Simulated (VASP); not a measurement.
# CeTi2Si2C (P4/mmm) in VASP: density of states with PBE

Aim: the density of states of CeTi2Si2C with PBE.

All numbers are computed with VASP 6.6.1; they aren't measurements. Logs are shortened: lines on timing, memory, paths and dates and some standing lists are left out, and cuts for length are marked.

### Step 1. The cell of the first run

The structure is tetragonal, space group P4/mmm (No. 123). Conventional cell: a = 4.120 Å, b = 4.120 Å, c = 5.427 Å, α = 90.00°, β = 90.00°, γ = 90.00°. Within 3.6 Å of Ce (site symmetry 4/mmm) lie 2 C at 2.71 Å and 8 Si at 3.16 Å and 8 Ti at 3.41 Å. Within 3.2 Å of Si (site symmetry 4mm) lie 2 Si at 2.43 to 3.00 Å and 4 Ti at 2.55 Å and 4 Ce at 3.16 Å. Within 2.7 Å of Ti (site symmetry mmm) lie 2 C at 2.06 Å and 4 Si at 2.55 Å. Within 2.7 Å of C (site symmetry 4/mmm) lie 4 Ti at 2.06 Å.

### Step 2. Density of states, PBE, collinear spin, zero start

The input, POSCAR:

```
CeTi2Si2C
1.0
    4.1200979800      0.0000000000      0.0000000000
    0.0000000000      4.1200979800      0.0000000000
    0.0000000000      0.0000000000      5.4267454100
Ce Si Ti C
1 2 2 1
Direct
    0.0000000000      0.0000000000      0.0000000000
    0.5000000000      0.5000000000      0.2240000000
    0.5000000000      0.5000000000      0.7760000000
    0.0000000000      0.5000000000      0.5000000000
    0.5000000000      0.0000000000      0.5000000000
    0.0000000000      0.0000000000      0.5000000000
```

The input, INCAR.step1:

```
SYSTEM = CeTi2Si2C
PREC = Accurate ; ENCUT = 520
EDIFF = 1E-6 ; ISMEAR = 1
SIGMA = 0.1998 ; LREAL = .False.
LASPH = .True. ; NELM = 150
ALGO = Normal ; ISIF = 2
LWAVE = .False. ; LCHARG = .True.
ISPIN = 2 ; MAGMOM = 0 0 0 0 0 0
LMAXMIX = 6 ; GGA = PE
NBANDS = 37
```

The input, KPOINTS.step1:

```
Automatic mesh
0
Gamma
  6 6 5
  0 0 0
```

The input, INCAR.step2:

```
SYSTEM = CeTi2Si2C
PREC = Accurate ; ENCUT = 520
EDIFF = 1E-6 ; ISMEAR = -5
SIGMA = 0.1998 ; LREAL = .False.
LASPH = .True. ; NELM = 150
ALGO = Normal ; ISIF = 2
LWAVE = .False. ; LCHARG = .False.
ISPIN = 2 ; MAGMOM = 0 0 0 0 0 0
LORBIT = 11 ; LMAXMIX = 6
GGA = PE ; NEDOS = 2001
ICHARG = 11
```

The input, KPOINTS.step2:

```
Automatic mesh
0
Gamma
  9 9 8
  0 0 0
```

Potentials or basis: VASP PAW PBE potentials, release 64 (Ce, Si, Ti_sv, C).

Launch:

```bash
$ cat potpaw_PBE.64/Ce/POTCAR potpaw_PBE.64/Si/POTCAR potpaw_PBE.64/Ti_sv/POTCAR potpaw_PBE.64/C/POTCAR > POTCAR
$ cp INCAR.step1 INCAR
$ cp KPOINTS.step1 KPOINTS
$ mpirun -np 1 vasp_std > vasp.out
$ cp INCAR.step2 INCAR
$ cp KPOINTS.step2 KPOINTS
$ mpirun -np 1 vasp_std > vasp.out
```

OUTCAR:

```text
SYSTEM = CeTi2Si2C
   PREC = Accurate
   ENCUT = 520
   EDIFF = 1E-6
   ISMEAR = -5
   LREAL = .False.
   LASPH = .True.
   NELM = 150
   ISIF = 2
   ISPIN = 2
   LORBIT = 11
   GGA = PE
   ICHARG = 11

 ion  position               nearest neighbor table
   1  0.000  0.000  0.000-   2 3.16   3 3.16   2 3.16   3 3.16   2 3.16   3 3.16   2 3.16   3 3.16

   2  0.500  0.500  0.224-   3 2.43   4 2.55   5 2.55   5 2.55   4 2.55   3 3.00   1 3.16   1 3.16
                             1 3.16   1 3.16
   3  0.500  0.500  0.776-   2 2.43   4 2.55   5 2.55   5 2.55   4 2.55   2 3.00   1 3.16   1 3.16
                             1 3.16   1 3.16
   4  0.000  0.500  0.500-   6 2.06   6 2.06   2 2.55   3 2.55   2 2.55   3 2.55   5 2.91   5 2.91
                             5 2.91   5 2.91
   5  0.500  0.000  0.500-   6 2.06   6 2.06   2 2.55   2 2.55   3 2.55   3 2.55   4 2.91   4 2.91
                             4 2.91   4 2.91
   6  0.000  0.000  0.500-   4 2.06   5 2.06   4 2.06   5 2.06

  LATTYP: Found a simple tetragonal cell.
 ALAT       =     4.1200979800
 C/A-ratio  =     1.3171398924

  Lattice vectors:

 A1 = (   4.1200979800,   0.0000000000,   0.0000000000)
 A2 = (   0.0000000000,   4.1200979800,   0.0000000000)
 A3 = (   0.0000000000,   0.0000000000,   5.4267454100)

Analysis of symmetry for initial positions (statically):
=====================================================================
 Subroutine PRICEL returns:
 Original cell was already a primitive cell.

 Routine SETGRP: Setting up the symmetry group for a
 simple tetragonal supercell.

 Subroutine GETGRP returns: Found 16 space group operations
 (whereof 16 operations were pure point group operations)
 out of a pool of 16 trial point group operations.

The static configuration has the point symmetry D_4h.

Analysis of symmetry for dynamics (positions and initial velocities):
=====================================================================
 Subroutine PRICEL returns:
 Original cell was already a primitive cell.

 Routine SETGRP: Setting up the symmetry group for a
 simple tetragonal supercell.

 Subroutine GETGRP returns: Found 16 space group operations
 (whereof 16 operations were pure point group operations)
 out of a pool of 16 trial point group operations.

The dynamic configuration has the point symmetry D_4h.

Analysis of structural, dynamic, and magnetic symmetry:
=====================================================================
 Subroutine PRICEL returns:
 Original cell was already a primitive cell.
[... 149 lines left out ...]
 spin polarized calculation
 Fermi weights with tetrahedron method with Bloechl corrections
  energy-cutoff  :      520.00
  volume of cell :       92.12
 maximum number of plane-waves:      2516
 NGX is ok and might be reduce to    32

 number of electron      48.0000019 magnetization       0.0016892

 Free energy of the ion-electron system (eV)
  ---------------------------------------------------
  ext. energy  EPLUGINS =         0.00000000
  ---------------------------------------------------
  free energy    TOTEN  =       -45.89217916 eV

  energy without entropy =      -45.89217916  energy(sigma->0) =      -45.89217916

 E-fermi :   9.3398     XC(G=0): -11.5969

 val. band max:        9.3602980600   @ k =   0.4444   0.2222   0.1250
 cond. band min:       9.2973983435   @ k =   0.4444   0.0000   0.2500
 fundamental gap:     -0.0628997165
 Fermi energy:         9.3397876277

 spin component 1

 k-point     1 :       0.0000    0.0000    0.0000
  band No.  band energies     occupation
      1     -47.2091      1.00000
      2     -47.1200      1.00000
      3     -25.0510      1.00000
      4     -23.6678      1.00000
      5     -23.6678      1.00000
      6     -23.5651      1.00000
[... 733 lines left out ...]
     27       9.7117      0.00000
     28       9.7929      0.00000

 [... further k-points ...]

 spin component 2

 k-point     1 :       0.0000    0.0000    0.0000
  band No.  band energies     occupation
      1     -47.2090      1.00000
      2     -47.1199      1.00000
      3     -25.0505      1.00000
      4     -23.6677      1.00000
      5     -23.6677      1.00000
      6     -23.5649      1.00000
[... 733 lines left out ...]
     27       9.7121      0.00000
     28       9.7904      0.00000

 [... further k-points ...]
[... 5 lines left out ...]
  --------------------------------------------------------------------------------------
  -------------------------------------------------------------------------------------
  Total        5.9077542      5.9077542      6.9440752      0.0000000      0.0000000      0.0000000
  in kB      102.7492030    102.7492030    120.7731693      0.0000000      0.0000000      0.0000000
  external PRESSURE =     108.7571918 kB  Pullay stress =       0.0000000 kB

 VOLUME and BASIS-vectors are now :
 -----------------------------------------------------------------------------
  energy-cutoff  :      520.00
  volume of cell :       92.12
      direct lattice vectors                 reciprocal lattice vectors
     4.120097980  0.000000000  0.000000000     0.242712675  0.000000000  0.000000000
     0.000000000  4.120097980  0.000000000     0.000000000  0.242712675  0.000000000
     0.000000000  0.000000000  5.426745410     0.000000000  0.000000000  0.184272510

 POSITION                                       TOTAL-FORCE (eV/Angst)
 -----------------------------------------------------------------------------------
      0.00000      0.00000      0.00000         0.000000     -0.000000     -0.000000
      2.06005      2.06005      1.21559         0.000000      0.000000     -1.677225
      2.06005      2.06005      4.21115        -0.000000      0.000000      1.677225
      0.00000      2.06005      2.71337         0.000000     -0.000000     -0.000000
      2.06005      0.00000      2.71337         0.000000     -0.000000     -0.000000
      0.00000      0.00000      2.71337         0.000000     -0.000000     -0.000000
 -----------------------------------------------------------------------------------
    total drift:                                0.000000      0.000000     -0.000000

  FREE ENERGIE OF THE ION-ELECTRON SYSTEM (eV)
  ---------------------------------------------------
  free  energy   TOTEN  =       -45.8921791577 eV

  energy  without entropy=      -45.8921791577  energy(sigma->0) =      -45.89217916

 total charge

# of ion       s       p       d       f       tot
--------------------------------------------------
    1        2.025   5.724   0.884   0.998   9.630
    2        0.775   0.959   0.000   0.000   1.733
    3        0.775   0.959   0.000   0.000   1.733
    4        2.219   6.237   2.039   0.000  10.494
    5        2.219   6.237   2.039   0.000  10.494
    6        0.913   1.489   0.000   0.000   2.402
--------------------------------------------------
tot          8.924  21.603   4.962   0.998  36.486

 magnetization (x)

# of ion       s       p       d       f       tot
--------------------------------------------------
    1       -0.000  -0.000   0.000   0.001   0.001
    2       -0.000  -0.000   0.000   0.000  -0.000
    3       -0.000  -0.000   0.000   0.000  -0.000
    4        0.000   0.000   0.000   0.000   0.000
    5        0.000   0.000   0.000   0.000   0.000
    6       -0.000  -0.000   0.000   0.000  -0.000
--------------------------------------------------
tot         -0.000  -0.000   0.000   0.001   0.001
```

OUTCAR.step1:

```text
SYSTEM = CeTi2Si2C
   PREC = Accurate
   ENCUT = 520
   EDIFF = 1E-6
   ISMEAR = 1
   LREAL = .False.
   LASPH = .True.
[... 2140 lines left out ...]
      0.00000      2.06005      2.71337         0.000000      0.000000      0.000000
      2.06005      0.00000      2.71337         0.000000      0.000000      0.000000
      0.00000      0.00000      2.71337         0.000000      0.000000      0.000000
 -----------------------------------------------------------------------------------
    total drift:                                0.000000      0.000000     -0.000000

  FREE ENERGIE OF THE ION-ELECTRON SYSTEM (eV)
  ---------------------------------------------------
  free  energy   TOTEN  =       -45.8837790089 eV

  energy  without entropy=      -45.8995917183  energy(sigma->0) =      -45.88904991
```

OSZICAR.step1:

```text
N       E                     dE             d eps       ncg     rms          rms(c)
DAV:   1     0.509052822992E+03    0.50905E+03   -0.21364E+04  4480   0.155E+03
DAV:   2     0.387799567902E+02   -0.47027E+03   -0.43023E+03  4453   0.406E+02
DAV:   3    -0.461704940774E+02   -0.84950E+02   -0.78618E+02  6686   0.149E+02
[... 13 lines left out ...]
DAV:  17    -0.458838104900E+02    0.56710E-04   -0.10468E-04  6579   0.521E-02    0.529E-02
DAV:  18    -0.458838349006E+02   -0.24411E-04   -0.21815E-04  6221   0.996E-02    0.867E-02
DAV:  19    -0.458837835625E+02    0.51338E-04   -0.43632E-05  6727   0.484E-02    0.248E-02
DAV:  20    -0.458837785495E+02    0.50130E-05   -0.85360E-06  6512   0.182E-02    0.488E-03
DAV:  21    -0.458837790089E+02   -0.45941E-06   -0.11363E-06  4204   0.963E-03
   1 F= -.45883779E+02 E0= -.45889050E+02  d E =0.158127E-01  mag=     0.0017
```

Wall time 12 min (1 thread of Intel Xeon Platinum 8124M at 3.00GHz (Skylake/Cascade Lake), shared host); peak memory 0.48 GiB.

Results:

```
Net moment                                            : 0.00 μB per cell
Valence electrons inside the program's atomic spheres : Ce 9.63; Si 1.73; Ti 10.49; C 2.40
```

Levels at points of the mesh, in eV from the Fermi level:
Spin up:
```csv
k point,band 21,band 22,band 23,band 24,band 25,band 26,band 27,band 28
"(0.00, 0.00, 0.00)",-1.50,-1.30,-0.83,-0.15,-0.15,0.14,0.22,0.43
"(0.00, 0.00, 0.50)",-1.58,-1.26,-0.65,-0.17,0.15,0.15,0.53,0.61
```
Spin down:
```csv
k point,band 21,band 22,band 23,band 24,band 25,band 26,band 27,band 28
"(0.00, 0.00, 0.00)",-1.50,-1.30,-0.83,-0.15,-0.15,0.14,0.22,0.43
"(0.00, 0.00, 0.50)",-1.58,-1.26,-0.65,-0.17,0.15,0.15,0.53,0.62
```

Caveat: the magnetic or orbital state may not be the lowest; spin-orbit coupling is left out, which moves the levels of the heavy elements; without U or exact exchange the open f shell lies at the Fermi level, which spoils levels, moments and volumes; tetrahedron occupations give inexact forces and stress in metals.
